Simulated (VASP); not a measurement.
# InAs (I-4m2) in VASP: a series of runs

The runs below take InAs through single point, with PBE.

All numbers are computed with VASP 6.6.1; they aren't measurements. Logs are shortened: lines on timing, memory, paths and dates and some standing lists are left out, and cuts for length are marked.

## (1) The cell of the first run

It takes space group I-4m2 (No. 119, tetragonal). The conventional cell has a = 4.277 Å, b = 4.277 Å, c = 6.290 Å, α = 90.00°, β = 90.00°, γ = 90.00°. Within 3.5 Å of In (site symmetry -4m2) lie 4 As at 2.65 Å. Within 3.5 Å of As (site symmetry -4m2) lie 4 In at 2.65 Å.

## (2) Single point, PBE (strain +0.0400 x Voigt [0, 0, 1, 0, 0, 0])

INCAR

```
ALGO     = Normal         # electronic algorithm
EDIFF    = 1E-6           # SCF threshold, eV
ENCUT    = 520            # plane-wave cutoff, eV
GGA      = PE             # functional
ISIF     = 2              # what is computed and relaxed
ISMEAR   = 0              # smearing method
LASPH    = True           # aspherical terms in the spheres
LCHARG   = False          # write CHGCAR
LREAL    = False          # projectors in reciprocal space
LWAVE    = False          # write WAVECAR
NBANDS   = 16             # bands
NELM     = 80             # most SCF steps
PREC     = Accurate       # precision mode
SIGMA    = 0.15           # smearing width, eV
```

KPOINTS

```
k-points
0
Gamma
  14 14 14
```

POSCAR

```
InAs
1.0
    0.0000000000      3.0240000000      3.1449600000
    3.0240000000      0.0000000000      3.1449600000
    3.0240000000      3.0240000000      0.0000000000
In As
1 1
Direct
    0.0000000000      0.0000000000      0.0000000000
    0.7500000000      0.7500000000      0.7500000000
```

Potentials or basis: VASP PAW PBE potentials, release 64 (In_d, As).

Run with:

```
$ cat potpaw_PBE.64/In_d/POTCAR potpaw_PBE.64/As/POTCAR > POTCAR
$ mpirun -np 1 vasp_std > vasp.out
```

OUTCAR:

```text
EDIFF = 1E-6
   ENCUT = 520
   GGA = PE
   ISIF = 2
   ISMEAR = 0
   LASPH = True
   LREAL = False
   NELM = 80
   PREC = Accurate

 ion  position               nearest neighbor table
   1  0.000  0.000  0.000-   2 2.65   2 2.65   2 2.65   2 2.65
   2  0.750  0.750  0.750-   1 2.65   1 2.65   1 2.65   1 2.65

  LATTYP: Found a body centered tetragonal cell.
 ALAT       =     4.2765818126
 C/A-ratio  =     1.4707821049

  Lattice vectors:

 A1 = (  -3.0240000000,   0.0000000000,   3.1449600000)
 A2 = (   3.0240000000,   0.0000000000,   3.1449600000)
 A3 = (   0.0000000000,   3.0240000000,  -3.1449600000)

Analysis of symmetry for initial positions (statically):
=====================================================================
 Subroutine PRICEL returns:
 Original cell was already a primitive cell.

 Routine SETGRP: Setting up the symmetry group for a
 body centered tetragonal supercell.

 Subroutine GETGRP returns: Found  8 space group operations
 (whereof  8 operations were pure point group operations)
 out of a pool of 16 trial point group operations.

The static configuration has the point symmetry D_2d.

Analysis of symmetry for dynamics (positions and initial velocities):
=====================================================================
 Subroutine PRICEL returns:
 Original cell was already a primitive cell.

 Routine SETGRP: Setting up the symmetry group for a
 body centered tetragonal supercell.

 Subroutine GETGRP returns: Found  8 space group operations
 (whereof  8 operations were pure point group operations)
 out of a pool of 16 trial point group operations.

The dynamic configuration has the point symmetry D_2d.

 Subroutine INISYM returns: Found  8 space group operations
 (whereof  8 operations are pure point group operations),
 and found     1 'primitive' translations

----------------------------------------------------------------------------------------

                                     Primitive cell

  volume of cell :      57.5187

  direct lattice vectors                    reciprocal lattice vectors
     0.000000000  3.024000000  3.144960000    -0.165343915  0.165343915  0.158984534
     3.024000000  0.000000000  3.144960000     0.165343915 -0.165343915  0.158984534
     3.024000000  3.024000000  0.000000000     0.165343915  0.165343915 -0.158984534

  length of vectors
     4.362951914  4.362951914  4.276581813     0.282760151  0.282760151  0.282760151

  position of ions in fractional coordinates (direct lattice)
     0.000000000  0.000000000  0.000000000
     0.750000000  0.750000000  0.750000000

  ion indices of the primitive-cell ions
   primitive index   ion index
                 1           1
                 2           2

----------------------------------------------------------------------------------------

 KPOINTS: k-points

Automatic generation of k-mesh.
 Grid dimensions read from file:
 generate k-points for:   14   14   14

 Generating k-lattice:

  Cartesian coordinates                     Fractional coordinates (reciprocal lattice)
    -0.011810280  0.011810280  0.011356038     0.071428571  0.000000000  0.000000000
     0.011810280 -0.011810280  0.011356038     0.000000000  0.071428571  0.000000000
     0.011810280  0.011810280 -0.011356038     0.000000000  0.000000000  0.071428571

  Length of vectors
     0.020197154  0.020197154  0.020197154

  Shift w.r.t. Gamma in fractional coordinates (k-lattice)
     0.000000000  0.000000000  0.000000000

 Subroutine IBZKPT returns following result:
 ===========================================

 Found    244 irreducible k-points:

 Following reciprocal coordinates:
            Coordinates               Weight
  0.000000  0.000000  0.000000      1.000000
  0.071429  0.000000  0.000000      8.000000
  0.142857  0.000000  0.000000      8.000000
  0.214286  0.000000  0.000000      8.000000
  0.285714  0.000000  0.000000      8.000000
  0.357143  0.000000  0.000000      8.000000
[... 16 lines left out ...]
  0.214286  0.142857  0.000000      8.000000
  0.285714  0.142857  0.000000      8.000000
 [... further k-points ...]
   k-points           NKPTS =    244   k-points in BZ     NKDIM =    244   number of bands    NBANDS=     16
   number of dos      NEDOS =    301   number of ions     NIONS =      2
   total plane-waves  NPLWV =  32768
   dimension x,y,z NGX =    32 NGY =   32 NGZ =   32
   dimension x,y,z NGXF=    64 NGYF=   64 NGZF=   64
   ions per type =               1   1
   NGX,Y,Z   is equivalent  to a cutoff of  12.19, 12.19, 12.44 a.u.
   NGXF,Y,Z  is equivalent  to a cutoff of  24.39, 24.39, 24.88 a.u.
 SYSTEM =  unknown system
   PREC   = accura    normal or accurate (medium, high low for compatibility)
   ISTART =      0    job   : 0-new  1-cont  2-samecut
   ICHARG =      2    charge: 1-file 2-atom 10-const
   ISPIN  =      1    spin polarized calculation?
   LNONCOLLINEAR =      F non collinear calculations
   LSORBIT =      F    spin-orbit coupling
   LASPH  =      T    aspherical Exc in radial PAW
   ENCUT  =  520.0 eV  38.22 Ry    6.18 a.u.   8.11  8.11  7.95*2*pi/ulx,y,z
   NELM   =     80;   NELMIN=  2; NELMDL= -5     # of ELM steps
   EDIFF  = 0.1E-05   stopping-criterion for ELM
   LREAL  =      F    real-space projection
   EDIFFG = 0.1E-04   stopping-criterion for IOM
   NSW    =      0    number of steps for IOM
   IBRION =     -1    ionic relax: 0-MD 1-quasi-New 2-CG
   NFREE  =      0    steps in history (QN), initial steepest desc. (CG)
   ISIF   =      2    stress and relaxation
   ISYM   =      2    0-nonsym 1-usesym 2-fastsym
   POTIM  = 0.5000    time-step for ionic-motion
   TEBEG  =    0.0;   TEEND  =   0.0 temperature during run
   PSTRESS=    0.0 pullay stress
   NELECT =      18.0000    total number of electrons
   NUPDOWN=      -1.0000    fix difference up-down
   EMIN   =  10.00;   EMAX   =-10.00  energy-range for DOS
   EFERMI =   0.00;   METHOD = LEGACY
   ISMEAR =     0;   SIGMA  =   0.15  broadening in eV -4-tet -1-fermi 0-gaus
   EFERMI_NEDOS =   21; number of points for ismear=-14 and -15
   IALGO  =     38    algorithm
   IMIX   =      4    mixing-type and parameters
     AMIX     =   0.40;   BMIX     =  1.00
     AMIX_MAG =   1.60;   BMIX_MAG =  1.00
  volume/ion in A,a.u.               =      28.76       194.08
  Fermi-wavevector in a.u.,A,eV,Ry     =   1.111466  2.100366 16.808042  1.235356
  Thomas-Fermi vector in A             =   2.248029
   LORBIT       =      0    0 simple, 1 ext, 2 COOP (PROOUT), +10 PAW based schemes
   GGA     = PE    functional components
   LHFCALC =     F    Hartree Fock is set to
   AEXX    =    0.0000 exact exchange contribution
   IVDW    =     0    specifies the selected vdW correction
   LEPSILON=     F    determine dielectric tensor
   LRPA    =     F    only Hartree local field effects (RPA)
 non-spin polarized calculation
 Gauss-broadening in eV      SIGMA  =   0.15
  energy-cutoff  :      520.00
  volume of cell :       57.52
 maximum number of plane-waves:      1570
   NGX = 17   NGY = 17   NGZ = 15

 number of electron      17.9999996 magnetization

 Free energy of the ion-electron system (eV)
  ---------------------------------------------------
  ext. energy  EPLUGINS =         0.00000000
  ---------------------------------------------------
  free energy    TOTEN  =        -7.70523549 eV

  energy without entropy =       -7.70507903  energy(sigma->0) =       -7.70515726

 E-fermi :   4.2913     XC(G=0):  -8.9221

 val. band max:        4.1774891781   @ k =   0.0000   0.0000   0.0000
 cond. band min:       4.7167202375   @ k =   0.0714   0.0000   0.0000
 fundamental gap:      0.5392310594
 Fermi energy:         4.2913287709

 k-point     1 :       0.0000    0.0000    0.0000
  band No.  band energies     occupation
      1     -10.2114      2.00000
      2     -10.1971      2.00000
      3     -10.1971      2.00000
      4     -10.0957      2.00000
      5     -10.0894      2.00000
      6      -7.4952      2.00000
[... 8 lines left out ...]
     15      13.3308      0.00000
     16      14.0161      0.00000

 k-point     2 :       0.0714    0.0000    0.0000
  band No.  band energies     occupation
      1     -10.2127      2.00000
      2     -10.1996      2.00000
      3     -10.1954      2.00000
      4     -10.0959      2.00000
      5     -10.0893      2.00000
      6      -7.4456      2.00000
[... 8 lines left out ...]
     15      12.9297      0.00000
     16      13.5134      0.00000

 k-point     3 :       0.1429    0.0000    0.0000
  band No.  band energies     occupation
      1     -10.2244      2.00000
      2     -10.1988      2.00000
      3     -10.1908      2.00000
      4     -10.0963      2.00000
      5     -10.0888      2.00000
      6      -7.3008      2.00000
[... 8 lines left out ...]
     15      12.6396      0.00000
     16      12.9722      0.00000

 k-point     4 :       0.2143    0.0000    0.0000
  band No.  band energies     occupation
      1     -10.2452      2.00000
      2     -10.1933      2.00000
      3     -10.1846      2.00000
      4     -10.0963      2.00000
      5     -10.0875      2.00000
      6      -7.0735      2.00000
[... 8 lines left out ...]
     15      12.7084      0.00000
     16      12.7173      0.00000
[... 324 lines left out ...]
 k-point    22 :       0.1429    0.1429    0.0000
  band No.  band energies     occupation
      1     -10.2440      2.00000
      2     -10.1847      2.00000
      3     -10.1847      2.00000
      4     -10.0930      2.00000
      5     -10.0925      2.00000
      6      -7.2479      2.00000
[... 8 lines left out ...]
     15      12.8508      0.00000
     16      14.2205      0.00000

 k-point    23 :       0.2143    0.1429    0.0000
  band No.  band energies     occupation
      1     -10.2596      2.00000
      2     -10.1800      2.00000
      3     -10.1782      2.00000
      4     -10.0946      2.00000
      5     -10.0912      2.00000
      6      -7.0847      2.00000
[... 8 lines left out ...]
     15      13.5030      0.00000
     16      14.0288      0.00000

 k-point    24 :       0.2857    0.1429    0.0000
  band No.  band energies     occupation
      1     -10.2763      2.00000
      2     -10.1768      2.00000
      3     -10.1716      2.00000
      4     -10.0948      2.00000
      5     -10.0901      2.00000
      6      -6.8473      2.00000
[... 8 lines left out ...]
     15      13.8041      0.00000
     16      13.9063      0.00000

 [... further k-points ...]

------------------------ aborting loop because EDIFF is reached ----------------------------------------

  FORCE on cell =-STRESS in cart. coord.  units (eV):
  Direction    XX          YY          ZZ          XY          YZ          ZX
  --------------------------------------------------------------------------------------
  -------------------------------------------------------------------------------------
  Total        0.7101319      0.7101319      0.2082159      0.0000000      0.0000000      0.0000000
  in kB       19.7806649     19.7806649      5.7998363      0.0000000      0.0000000      0.0000000
  external PRESSURE =      15.1203887 kB  Pullay stress =       0.0000000 kB

 VOLUME and BASIS-vectors are now :
 -----------------------------------------------------------------------------
  energy-cutoff  :      520.00
  volume of cell :       57.52
      direct lattice vectors                 reciprocal lattice vectors
     0.000000000  3.024000000  3.144960000    -0.165343915  0.165343915  0.158984534
     3.024000000  0.000000000  3.144960000     0.165343915 -0.165343915  0.158984534
     3.024000000  3.024000000  0.000000000     0.165343915  0.165343915 -0.158984534

 POSITION                                       TOTAL-FORCE (eV/Angst)
 -----------------------------------------------------------------------------------
      0.00000      0.00000      0.00000         0.000000      0.000000     -0.000000
      4.53600      4.53600      4.71744        -0.000000     -0.000000      0.000000
 -----------------------------------------------------------------------------------
    total drift:                                0.000000      0.000000     -0.000000

  FREE ENERGIE OF THE ION-ELECTRON SYSTEM (eV)
  ---------------------------------------------------
  free  energy   TOTEN  =        -7.7052354944 eV

  energy  without entropy=       -7.7050790276  energy(sigma->0) =       -7.70515726
```

It took 70 s on 1 thread of Intel Xeon Platinum 8488C (Sapphire Rapids), shared host; peak memory 0.35 GiB.

What came out:

- Free energy: -7.7052 eV
- Pressure: 1.5 GPa
- Band gap on the k mesh: zero (filled and empty bands touch)

Levels at points of the mesh, in eV from the Fermi level:
```csv
k point,band 5,band 6,band 7,band 8,band 9,band 10,band 11,band 12,band 13,band 14
"(0.00, 0.00, 0.00)",-14.38,-11.79,-0.58,-0.31,-0.11,-0.11,3.69,3.69,3.77,7.19
"(0.50, 0.00, 0.00)",-14.37,-10.44,-5.74,-1.23,-0.98,0.68,4.38,4.60,6.63,8.63
"(0.50, 0.50, 0.00)",-14.37,-10.01,-5.99,-2.23,-2.23,1.56,2.10,8.53,8.81,8.81
"(0.50, 0.00, 0.50)",-14.36,-9.90,-5.77,-2.44,-2.43,1.38,1.76,8.61,8.84,8.93
```

Caveat: the cell differs from its parent crystal (strain +0.0400 x Voigt [0, 0, 1, 0, 0, 0]); spin-orbit coupling is left out, which moves the levels of the heavy elements.

## (3) Single point, PBE (strain -0.0200 x Voigt [0, 0, 1, 0, 0, 0])

INCAR

```
PREC = Accurate
ENCUT = 520
EDIFF = 1E-6
ISMEAR = 0
SIGMA = 0.15
LREAL = False
LASPH = True
NELM = 80
ALGO = Normal
ISIF = 2
LWAVE = False
LCHARG = True
GGA = PE
LELF = True
LVHAR = True
NBANDS = 16
```

KPOINTS

```
Automatic mesh
0
Gamma
  14 14 14
```

POSCAR

```
InAs
1.0
    0.0000000000      3.0240000000      2.9635200000
    3.0240000000      0.0000000000      2.9635200000
    3.0240000000      3.0240000000      0.0000000000
In As
1 1
Direct
    0.0000000000      0.0000000000      0.0000000000
    0.7500000000      0.7500000000      0.7500000000
```

Potentials or basis: VASP PAW PBE potentials, release 64 (In_d, As).

Run with:

```
$ cat potpaw_PBE.64/In_d/POTCAR potpaw_PBE.64/As/POTCAR > POTCAR
$ mpirun -np 1 vasp_std > vasp.out
```

Wall time 83 s (1 thread of AMD EPYC 9R45 (Zen 5), shared host); peak memory 0.32 GiB.

Results (log left out):

```yaml
Free_energy: -7.6404 eV
Pressure: 5.3 GPa
```

Stress tensor (GPa, compression positive):
```
5.13 0.00 0.00
0.00 5.13 0.00
0.00 0.00 5.73
```

Levels at points of the mesh, in eV from the Fermi level:
```csv
k point,band 6,band 7,band 8,band 9,band 10,band 11,band 12,band 13
"(0.00, 0.00, 0.00)",-12.14,-0.24,-0.18,-0.18,-0.08,3.75,3.79,3.79
"(0.50, 0.00, 0.00)",-10.60,-6.01,-1.23,-1.10,0.85,4.48,4.61,6.73
"(0.50, 0.50, 0.00)",-10.00,-5.99,-2.61,-2.61,1.30,1.80,9.26,9.26
"(0.50, 0.00, 0.50)",-10.06,-6.11,-2.50,-2.49,1.40,1.98,9.10,9.16
```

Caveat: the cell differs from its parent crystal (strain -0.0200 x Voigt [0, 0, 1, 0, 0, 0]); spin-orbit coupling is left out, which moves the levels of the heavy elements.

## (4) Single point, PBE (strain -0.0100 x Voigt [0, 0, 1, 0, 0, 0])

INCAR

```
PREC = Accurate ; ENCUT = 520
EDIFF = 1E-7 ; ISMEAR = 0
SIGMA = 0.15 ; LREAL = F
LASPH = T ; NELM = 60
ALGO = Normal ; ISIF = 2
LWAVE = F ; LCHARG = F
GGA = PE ; NBANDS = 16
```

KPOINTS

```
regular mesh
0
Gamma
  14 14 14
```

POSCAR

```
InAs
1.0
    0.0000000000      3.0240000000      2.9937600000
    3.0240000000      0.0000000000      2.9937600000
    3.0240000000      3.0240000000      0.0000000000
In As
1 1
Direct
    0.0000000000      0.0000000000      0.0000000000
    0.7500000000      0.7500000000      0.7500000000
```

Run with:

```
$ cat potpaw_PBE.64/In_d/POTCAR potpaw_PBE.64/As/POTCAR > POTCAR
$ mpirun -np 1 vasp_std > vasp.out
```

Wall time 93 s (1 thread of AMD EPYC 9R45 (Zen 5), shared host); peak memory 0.31 GiB.

Results (log left out):

```yaml
Free_energy: -7.6587 eV
Pressure: 4.6 GPa
```

Stress tensor (GPa, compression positive):
```
4.52 0.00 0.00
0.00 4.52 0.00
0.00 0.00 4.83
```

Levels at points of the mesh, in eV from the Fermi level:
```
           k point  band 7  band 8  band 9  band 10  band 11  band 12
(0.00, 0.00, 0.00)   -0.29   -0.16   -0.16    -0.11     3.76     3.78
(0.50, 0.00, 0.00)   -5.95   -1.18   -1.11     0.84     4.51     4.58
(0.50, 0.50, 0.00)   -5.98   -2.53   -2.53     1.36     1.86     9.16
(0.50, 0.00, 0.50)   -6.04   -2.48   -2.47     1.41     1.95     9.07
```

Caveat: the cell differs from its parent crystal (strain -0.0100 x Voigt [0, 0, 1, 0, 0, 0]); spin-orbit coupling is left out, which moves the levels of the heavy elements.

## (5) The runs side by side

| cell | pressure (GPa) |
| --- | --- |
| a = 4.363, b = 4.363, c = 4.277 Å, angles 60.7, 60.7, 58.7°, 2 atoms | 1.5 |
| a = 4.234, b = 4.234, c = 4.277 Å, angles 59.7, 59.7, 60.7°, 2 atoms | 5.3 |
| a = 4.255, b = 4.255, c = 4.277 Å, angles 59.8, 59.8, 60.3°, 2 atoms | 4.6 |

Alike in all rows: task single point; level PBE; potentials or basis VASP PAW PBE potentials, release 64 (In_d, As); no spin polarisation; k mesh 14 × 14 × 14; cutoff (eV) 520; smearing gaussian 0.15 eV.

Caveats: spin-orbit coupling is left out, which moves the levels of the heavy elements.

Total energies depend on the potentials used, so only differences within one code and one set of settings carry meaning.
